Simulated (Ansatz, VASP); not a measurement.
## Two plane-wave programs on KZnI3

File INCAR:

```
SYSTEM = KZnI3
ALGO = Normal ; EDIFF = 1E-7
EDIFFG = -0.08 ; ENCUT = 600
GGA = PE ; IBRION = 2
ISIF = 3 ; ISMEAR = 0
LASPH = .True. ; LCHARG = .False.
LREAL = .False. ; LWAVE = .False.
NELM = 100 ; NSW = 36
PREC = Accurate ; SIGMA = 0.15
```

The input KPOINTS:

```
k-points
0
Gamma
  3 3 2
  0 0 0
```

POSCAR

```
KZnI3
1.0
    5.3499704600      0.0000000000      0.0000000000
   -2.6749852300      4.6332103200      0.0000000000
    0.0000000000      0.0000000000      8.7181602500
K Zn I
1 1 3
Direct
    0.0000000000      0.0000000000      0.5000000000
    0.0000000000      0.0000000000      0.0000000000
    0.5000000000      0.0000000000      0.5000000000
    0.0000000000      0.5000000000      0.5000000000
    0.5000000000      0.5000000000      0.5000000000
```

Input for Ansatz:

```yaml
crystal:
  lattice:
    - [5.34997046, 0.0, 0.0]
    - [-2.67498523, 4.63321032, 0.0]
    - [0.0, 0.0, 8.71816025]
  atoms:
    - { symbol: K, position: [0.0, 0.0, 0.5] }
    - { symbol: Zn, position: [0.0, 0.0, 0.0] }
    - { symbol: I, position: [0.5, 0.0, 0.5] }
    - { symbol: I, position: [0.0, 0.5, 0.5] }
    - { symbol: I, position: [0.5, 0.5, 0.5] }
basis:
  ecutwfc: 420
kpoints:
  mp_grid: { grid: [3, 3, 2] }
hamiltonian:
  xc: pbe
scf:
  occupations: { method: gaussian, width: 0.15 }
  lower_state_search: "off"
output:
  forces: true
  stress: true
  eigenvalues: true
relax:
  adjacent_minimum: "off"
  f_tol: 0.08
  max_steps: 16
  cell: { stress_tol: 0.8 }
```

Alike in both runs: task relaxation of cell and atoms; functional PBE; k mesh 3 × 3 × 2; occupations gaussian, width 0.15 eV; no spin polarisation.

|  | VASP | Ansatz |
| --- | --- | --- |
| version | VASP 6.6.1 | Ansatz 0.2.0 |
| potentials or method | VASP PAW PBE potentials, release 64 (K_sv, Zn, I), cutoff 600 eV | scalar-relativistic, plane waves, PAW |
| valence electrons in the cell | 42 | 72 |

Ansatz gave:

```
gap on the k mesh at the Fermi level, each at its own relaxed structure (eV)  : none
relaxed volume (Å³/atom)                                                      : 64.46
relaxed length of the cell vector where the two differ most in proportion (Å) : 7.784
```

**Question.** Estimate VASP's values.

**Answer.** gap on the k mesh at the Fermi level, each at its own relaxed structure (eV): none; relaxed volume (Å³/atom): 73.48; relaxed length of the cell vector where the two differ most in proportion (Å): 8.705.

A gap of «none» marks a metal or a gap that the smearing closes. One of these differences is far larger than is usual between the two programs; its cause wasn't traced. VASP's potentials hold 42 valence electrons a cell and Ansatz's 72, so a difference there can come from the potentials and not from the codes.

The k mesh is coarse, so the values compare programs but aren't converged. Spin-orbit coupling is off throughout. Noted on VASP's run: the volume moved by over 15 % at a fixed basis, so the end points are rough.
